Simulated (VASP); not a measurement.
# Se (P3_121) in VASP: further runs

Se is run at these levels: PBE+D3(BJ); tasks: single point.

All numbers are computed with VASP 6.6.1; they aren't measurements. Logs are shortened: lines on timing, memory, paths and dates and some standing lists are left out, and cuts for length are marked.

### Step 1. The cell of the first run

Symmetry: P3_121, No. 152, trigonal system. The conventional cell has a = 4.068 Å, b = 4.068 Å, c = 5.128 Å, α = 90.00°, β = 90.00°, γ = 120.00°. Se (site symmetry 2) has 6 Se at 2.44 to 3.20 Å within 3.2 Å.

### Step 2. Single point, PBE+D3(BJ)

File INCAR:

```
SYSTEM = Se
PREC = Accurate
ENCUT = 520
EDIFF = 1E-6
ISMEAR = 0
SIGMA = 0.05
LREAL = .FALSE.
LASPH = .TRUE.
NELM = 100
ALGO = Normal
ISIF = 2
LWAVE = .FALSE.
LCHARG = .TRUE.
GGA = PE
IVDW = 12
LELF = .TRUE.
LVHAR = .TRUE.
NBANDS = 16
```

File KPOINTS:

```
regular mesh
0
G
  9 9 8
  0 0 0
```

File POSCAR:

```
Se
1.0
    4.0681465822      0.0000000000      0.0000000000
   -2.0340732911      3.5231182865      0.0000000000
    0.0000000000      0.0000000000      5.1277306245
Se
3
Direct
    0.2473450684      0.0000000000      0.3333333333
    0.0000000000      0.2473450684      0.6666666667
    0.7526549316      0.7526549316      0.0000000000
```

Potentials or basis: VASP PAW PBE potentials, release 64 (Se).

Started as:

```console
cat potpaw_PBE.64/Se/POTCAR > POTCAR
mpirun -np 1 vasp_std > vasp.out
```

OUTCAR:

```text
SYSTEM = Se
   PREC = Accurate
   ENCUT = 520
   EDIFF = 1E-6
   ISMEAR = 0
   LREAL = .FALSE.
   LASPH = .TRUE.
   NELM = 100
   ISIF = 2
   GGA = PE
   IVDW = 12
 IVDW          = 12

 ion  position               nearest neighbor table
   1  0.247  0.000  0.333-   3 2.44   2 2.44
   2  0.000  0.247  0.667-   3 2.44   1 2.44
   3  0.753  0.753  0.000-   2 2.44   1 2.44

  LATTYP: Found a hexagonal cell.
 ALAT       =     4.0681465822
 C/A-ratio  =     1.2604586686

  Lattice vectors:

 A1 = (   4.0681465822,   0.0000000000,   0.0000000000)
 A2 = (  -2.0340732911,   3.5231182865,   0.0000000000)
 A3 = (   0.0000000000,   0.0000000000,   5.1277306245)

Analysis of symmetry for initial positions (statically):
=====================================================================
 Subroutine PRICEL returns:
 Original cell was already a primitive cell.

 Routine SETGRP: Setting up the symmetry group for a
 hexagonal supercell.

 Subroutine GETGRP returns: Found  6 space group operations
 (whereof  2 operations were pure point group operations)
 out of a pool of 24 trial point group operations.

The static configuration has the point symmetry C_2 .
 The point group associated with its full space group is D_3 .

Analysis of symmetry for dynamics (positions and initial velocities):
=====================================================================
 Subroutine PRICEL returns:
 Original cell was already a primitive cell.

 Routine SETGRP: Setting up the symmetry group for a
 hexagonal supercell.

 Subroutine GETGRP returns: Found  6 space group operations
 (whereof  2 operations were pure point group operations)
 out of a pool of 24 trial point group operations.

The dynamic configuration has the point symmetry C_2 .
 The point group associated with its full space group is D_3 .

 Subroutine INISYM returns: Found  6 space group operations
 (whereof  2 operations are pure point group operations),
 and found     1 'primitive' translations

----------------------------------------------------------------------------------------

                                     Primitive cell

  volume of cell :      73.4935

  direct lattice vectors                    reciprocal lattice vectors
     4.068146582  0.000000000  0.000000000     0.245812185  0.141919731  0.000000000
    -2.034073291  3.523118286  0.000000000     0.000000000  0.283839462  0.000000000
     0.000000000  0.000000000  5.127730624     0.000000000  0.000000000  0.195018045

  length of vectors
     4.068146582  4.068146582  5.127730624     0.283839462  0.283839462  0.195018045

  position of ions in fractional coordinates (direct lattice)
     0.247345068  0.000000000  0.333333333
     1.000000000  0.247345068  0.666666667
     0.752654932  0.752654932  0.000000000

  ion indices of the primitive-cell ions
   primitive index   ion index
                 1           1
                 2           2
                 3           3

----------------------------------------------------------------------------------------

 KPOINTS: regular mesh

Automatic generation of k-mesh.
 Grid dimensions read from file:
 generate k-points for:    9    9    8

 Generating k-lattice:

  Cartesian coordinates                     Fractional coordinates (reciprocal lattice)
     0.027312465  0.015768859  0.000000000     0.111111111 -0.000000000  0.000000000
     0.000000000  0.031537718  0.000000000     0.000000000  0.111111111  0.000000000
     0.000000000  0.000000000  0.024377256     0.000000000  0.000000000  0.125000000

  Length of vectors
     0.031537718  0.031537718  0.024377256

  Shift w.r.t. Gamma in fractional coordinates (k-lattice)
     0.000000000  0.000000000  0.000000000

 Subroutine IBZKPT returns following result:
 ===========================================

 Found     81 irreducible k-points:

 Following reciprocal coordinates:
            Coordinates               Weight
  0.000000  0.000000  0.000000      1.000000
  0.111111 -0.000000  0.000000      6.000000
  0.222222  0.000000  0.000000      6.000000
  0.333333 -0.000000  0.000000      6.000000
  0.444444  0.000000  0.000000      6.000000
  0.111111  0.111111  0.000000      6.000000
[... 16 lines left out ...]
  0.222222  0.111111  0.125000     12.000000
 -0.111111  0.333333  0.125000     12.000000
 [... further k-points ...]
   k-points           NKPTS =     81   k-points in BZ     NKDIM =     81   number of bands    NBANDS=     16
   number of dos      NEDOS =    301   number of ions     NIONS =      3
   total plane-waves  NPLWV =  36000
   dimension x,y,z NGX =    30 NGY =   30 NGZ =   40
   dimension x,y,z NGXF=    60 NGYF=   60 NGZF=   80
   ions per type =               3
   NGX,Y,Z   is equivalent  to a cutoff of  12.26, 12.26, 12.97 a.u.
   NGXF,Y,Z  is equivalent  to a cutoff of  24.52, 24.52, 25.94 a.u.
 SYSTEM =  Se
   PREC   = accura    normal or accurate (medium, high low for compatibility)
   ISTART =      0    job   : 0-new  1-cont  2-samecut
   ICHARG =      2    charge: 1-file 2-atom 10-const
   ISPIN  =      1    spin polarized calculation?
   LNONCOLLINEAR =      F non collinear calculations
   LSORBIT =      F    spin-orbit coupling
   LASPH  =      T    aspherical Exc in radial PAW
   ENCUT  =  520.0 eV  38.22 Ry    6.18 a.u.   7.56  7.56  9.53*2*pi/ulx,y,z
   NELM   =    100;   NELMIN=  2; NELMDL= -5     # of ELM steps
   EDIFF  = 0.1E-05   stopping-criterion for ELM
   LREAL  =      F    real-space projection
   EDIFFG = 0.1E-04   stopping-criterion for IOM
   NSW    =      0    number of steps for IOM
   IBRION =     -1    ionic relax: 0-MD 1-quasi-New 2-CG
   NFREE  =      0    steps in history (QN), initial steepest desc. (CG)
   ISIF   =      2    stress and relaxation
   ISYM   =      2    0-nonsym 1-usesym 2-fastsym
   POTIM  = 0.5000    time-step for ionic-motion
   TEBEG  =    0.0;   TEEND  =   0.0 temperature during run
   PSTRESS=    0.0 pullay stress
   NELECT =      18.0000    total number of electrons
   NUPDOWN=      -1.0000    fix difference up-down
   EMIN   =  10.00;   EMAX   =-10.00  energy-range for DOS
   EFERMI =   0.00;   METHOD = LEGACY
   ISMEAR =     0;   SIGMA  =   0.05  broadening in eV -4-tet -1-fermi 0-gaus
   EFERMI_NEDOS =   21; number of points for ismear=-14 and -15
   IALGO  =     38    algorithm
   IMIX   =      4    mixing-type and parameters
     AMIX     =   0.40;   BMIX     =  1.00
     AMIX_MAG =   1.60;   BMIX_MAG =  1.00
  volume/ion in A,a.u.               =      24.50       165.32
  Fermi-wavevector in a.u.,A,eV,Ry     =   1.024274  1.935597 14.274368  1.049136
  Thomas-Fermi vector in A             =   2.158052
   LORBIT       =      0    0 simple, 1 ext, 2 COOP (PROOUT), +10 PAW based schemes
   GGA     = PE    functional components
   LHFCALC =     F    Hartree Fock is set to
   AEXX    =    0.0000 exact exchange contribution
   IVDW    =    12    specifies the selected vdW correction
   LEPSILON=     F    determine dielectric tensor
   LRPA    =     F    only Hartree local field effects (RPA)
 non-spin polarized calculation
 Gauss-broadening in eV      SIGMA  =   0.05
  energy-cutoff  :      520.00
  volume of cell :       73.49
 maximum number of plane-waves:      2000
   NGX = 15   NGY = 15   NGZ = 19

 number of electron      17.9999998 magnetization

 Free energy of the ion-electron system (eV)
  ---------------------------------------------------
  ext. energy  EPLUGINS =         0.00000000
  ---------------------------------------------------
  free energy    TOTEN  =       -10.42341766 eV

  energy without entropy =      -10.42341766  energy(sigma->0) =      -10.42341766

 E-fermi :   3.8753     XC(G=0):  -9.4321

 val. band max:        3.6726039449   @ k =   0.3333   0.3333   0.5000
 cond. band min:       4.2006281982   @ k =   0.3333   0.3333   0.5000
 fundamental gap:      0.5280242533
 Fermi energy:         3.8752928874

 k-point     1 :       0.0000    0.0000    0.0000
  band No.  band energies     occupation
      1     -12.2737      2.00000
      2      -8.2312      2.00000
      3      -8.2312      2.00000
      4       0.0428      2.00000
      5       0.2403      2.00000
      6       0.2403      2.00000
[... 8 lines left out ...]
     15      10.5963      0.00000
     16      12.1071      0.00000

 k-point     2 :       0.1111   -0.0000    0.0000
  band No.  band energies     occupation
      1     -12.1928      2.00000
      2      -8.2701      2.00000
      3      -8.2125      2.00000
      4      -0.5662      2.00000
      5      -0.0927      2.00000
      6       0.2521      2.00000
[... 8 lines left out ...]
     15      11.1173      0.00000
     16      11.9147      0.00000

 k-point     3 :       0.2222    0.0000    0.0000
  band No.  band energies     occupation
      1     -11.9665      2.00000
      2      -8.4090      2.00000
      3      -8.1629      2.00000
      4      -1.3109      2.00000
      5      -0.5931      2.00000
      6       0.0109      2.00000
[... 8 lines left out ...]
     15      11.8156      0.00000
     16      12.4163      0.00000

 k-point     4 :       0.3333   -0.0000    0.0000
  band No.  band energies     occupation
      1     -11.6555      2.00000
      2      -8.6573      2.00000
      3      -8.1027      2.00000
      4      -1.7067      2.00000
      5      -0.9980      2.00000
      6      -0.2042      2.00000
[... 8 lines left out ...]
     15      12.6805      0.00000
     16      13.4652      0.00000

 k-point     5 :       0.4444    0.0000    0.0000
  band No.  band energies     occupation
      1     -11.4006      2.00000
      2      -8.8939      2.00000
      3      -8.0612      2.00000
      4      -1.7842      2.00000
      5      -1.2231      2.00000
      6      -0.1769      2.00000
[... 8 lines left out ...]
     15      13.9276      0.00000
     16      14.4478      0.00000

 k-point     6 :       0.1111    0.1111    0.0000
  band No.  band energies     occupation
      1     -12.0388      2.00000
      2      -8.3465      2.00000
      3      -8.1922      2.00000
      4      -1.0728      2.00000
      5      -0.6618      2.00000
      6       0.2929      2.00000
[... 8 lines left out ...]
     15      11.7342      0.00000
     16      11.9561      0.00000

 k-point     7 :       0.2222    0.1111    0.0000
  band No.  band energies     occupation
      1     -11.7668      2.00000
      2      -8.5186      2.00000
      3      -8.1693      2.00000
      4      -1.5348      2.00000
      5      -1.0906      2.00000
      6       0.1126      2.00000
[... 8 lines left out ...]
     15      12.3696      0.00000
     16      12.8529      0.00000

 k-point     8 :       0.3333    0.1111    0.0000
  band No.  band energies     occupation
      1     -11.4713      2.00000
      2      -8.7590      2.00000
      3      -8.1472      2.00000
      4      -1.7210      2.00000
      5      -1.2712      2.00000
      6      -0.0834      2.00000
[... 8 lines left out ...]
     15      13.4034      0.00000
     16      13.8275      0.00000

 k-point     9 :       0.4444    0.1111    0.0000
  band No.  band energies     occupation
      1     -11.3309      2.00000
      2      -8.8868      2.00000
      3      -8.1377      2.00000
      4      -1.7293      2.00000
      5      -1.3173      2.00000
      6       0.0037      2.00000
[... 8 lines left out ...]
     15      13.3829      0.00000
     16      14.4696      0.00000
[... 172 lines left out ...]
 k-point    19 :       0.0000    0.3333    0.1250
  band No.  band energies     occupation
      1     -11.5877      2.00000
      2      -9.0880      2.00000
      3      -7.6997      2.00000
      4      -1.8079      2.00000
      5      -1.2656      2.00000
      6      -0.1676      2.00000
[... 8 lines left out ...]
     15      12.9214      0.00000
     16      13.6483      0.00000

 k-point    20 :       0.4444    0.0000    0.1250
  band No.  band energies     occupation
      1     -11.3445      2.00000
      2      -9.0785      2.00000
      3      -7.9581      2.00000
      4      -1.6426      2.00000
      5      -1.4027      2.00000
      6      -0.1075      2.00000
[... 8 lines left out ...]
     15      13.4951      0.00000
     16      13.7786      0.00000

 k-point    21 :       0.0000    0.4444    0.1250
  band No.  band energies     occupation
      1     -11.3381      2.00000
      2      -9.1479      2.00000
      3      -7.8591      2.00000
      4      -1.8329      2.00000
      5      -1.5037      2.00000
      6      -0.2709      2.00000
[... 8 lines left out ...]
     15      13.8758      0.00000
     16      14.2752      0.00000

 k-point    22 :       0.1111    0.1111    0.1250
  band No.  band energies     occupation
      1     -11.9705      2.00000
      2      -9.0244      2.00000
      3      -7.5407      2.00000
      4      -1.0363      2.00000
      5      -0.6829      2.00000
      6       0.3181      2.00000
[... 8 lines left out ...]
     15      11.5837      0.00000
     16      12.1686      0.00000

 k-point    23 :       0.2222    0.1111    0.1250
  band No.  band energies     occupation
      1     -11.7035      2.00000
      2      -8.9790      2.00000
      3      -7.7740      2.00000
      4      -1.4652      2.00000
      5      -0.9891      2.00000
      6       0.1933      2.00000
[... 8 lines left out ...]
     15      12.1129      0.00000
     16      12.5976      0.00000

 k-point    24 :      -0.1111    0.3333    0.1250
  band No.  band energies     occupation
      1     -11.6998      2.00000
      2      -9.0344      2.00000
      3      -7.6879      2.00000
      4      -1.6108      2.00000
      5      -1.1371      2.00000
      6       0.0502      2.00000
[... 8 lines left out ...]
     15      12.6418      0.00000
     16      13.3251      0.00000

 [... further k-points ...]

------------------------ aborting loop because EDIFF is reached ----------------------------------------

 Edisp (eV)   -1.06851

 E8    (eV) :    -0.4415

  FORCE on cell =-STRESS in cart. coord.  units (eV):
  Direction    XX          YY          ZZ          XY          YZ          ZX
  --------------------------------------------------------------------------------------
  -------------------------------------------------------------------------------------
  Total       0.03179     0.03179     0.06853     0.00000     0.00000    -0.00000
  in kB       0.69294     0.69294     1.49393     0.00000     0.00000    -0.00000
  external pressure =        0.96 kB  Pullay stress =        0.00 kB

 VOLUME and BASIS-vectors are now :
 -----------------------------------------------------------------------------
  energy-cutoff  :      520.00
  volume of cell :       73.49
      direct lattice vectors                 reciprocal lattice vectors
     4.068146582  0.000000000  0.000000000     0.245812185  0.141919731  0.000000000
    -2.034073291  3.523118286  0.000000000     0.000000000  0.283839462  0.000000000
     0.000000000  0.000000000  5.127730624     0.000000000  0.000000000  0.195018045

 POSITION                                       TOTAL-FORCE (eV/Angst)
 -----------------------------------------------------------------------------------
      1.00624      0.00000      1.70924         0.018311     -0.000000      0.000000
     -0.50312      0.87143      3.41849        -0.009156      0.015858     -0.000000
      1.53096      2.65169      0.00000        -0.009156     -0.015858      0.000000
 -----------------------------------------------------------------------------------
    total drift:                               -0.000001     -0.000001      0.000000

  FREE ENERGIE OF THE ION-ELECTRON SYSTEM (eV)
  ---------------------------------------------------
  free  energy   TOTEN  =       -11.4919278434 eV

  energy  without entropy=      -11.4919278434  energy(sigma->0) =      -11.49192784
```

Run time: 80 s. Hardware: 1 thread of AMD EPYC 7R13 (Zen 3), shared host; peak memory 0.2 GiB.

Results:

```yaml
Free_energy: -11.4919 eV
Pressure: 0.1 GPa
Largest_force: 0.018 eV/Å
Band_gap_on_the_k_mesh: 0.53 eV, direct
Dispersion_energy_per_atom: -0.356 eV
```

Forces in eV/Å, atoms in the order of the input:
```
Se   0.018  0.000  0.000
Se  -0.009  0.016  0.000
Se  -0.009 -0.016  0.000
```

### Step 3. Single point, PBE+D3(BJ)

File INCAR:

```
SYSTEM = Se
PREC     = Accurate       ! precision mode
ENCUT    = 520            ! plane-wave cutoff, eV
EDIFF    = 1E-6           ! SCF threshold, eV
ISMEAR   = 0              ! smearing method
SIGMA    = 0.05           ! smearing width, eV
LREAL    = .False.        ! projectors in reciprocal space
LASPH    = .True.         ! aspherical terms in the spheres
NELM     = 100            ! most SCF steps
ALGO     = Normal         ! electronic algorithm
ISIF     = 2              ! what is computed and relaxed
LWAVE    = .False.        ! write WAVECAR
LCHARG   = .False.        ! write CHGCAR
GGA      = PE             ! functional
IVDW     = 12             ! dispersion correction
NBANDS   = 16             ! bands
```

File KPOINTS:

```
regular mesh
0
Gamma
  12 12 8
  0 0 0
```

POSCAR is that of step 2.

Potentials or basis: VASP PAW PBE potentials, release 64 (Se).

Started as:

```console
cat potpaw_PBE.64/Se/POTCAR > POTCAR
mpirun -np 1 vasp_std > vasp.out
```

Run time: 2.6 min. Hardware: 1 thread of AMD EPYC 7R43 (Zen 3), shared host; peak memory 0.22 GiB.

The run converged. Its results:

```yaml
Free_energy: -11.4922 eV
Pressure: 0.1 GPa
Largest_force: 0.019 eV/Å
Band_gap_on_the_k_mesh: 0.51 eV, indirect (least direct gap 0.53 eV)
Dispersion_energy_per_atom: -0.356 eV
```

Forces on the atoms (eV/Å):
```
Se   0.019  0.000  0.000
Se  -0.009  0.016  0.000
Se  -0.009 -0.016  0.000
```

Stress tensor (GPa, compression positive):
```
0.06 0.00 0.00
0.00 0.06 0.00
0.00 0.00 0.16
```

Levels at points of the mesh, in eV from the valence-band top:
```csv
k point,band 7,band 8,band 9,band 10,band 11,band 12
"(0.00, 0.00, 0.00)",-1.88,-1.88,-0.54,1.46,1.46,2.05
"(0.50, 0.00, 0.00)",-3.53,-1.48,-0.98,1.47,1.72,4.25
"(0.00, 0.00, 0.50)",-1.39,-1.36,-1.36,0.93,0.95,0.95
"(0.50, 0.00, 0.50)",-2.41,-1.92,-0.08,1.32,2.50,2.95
```
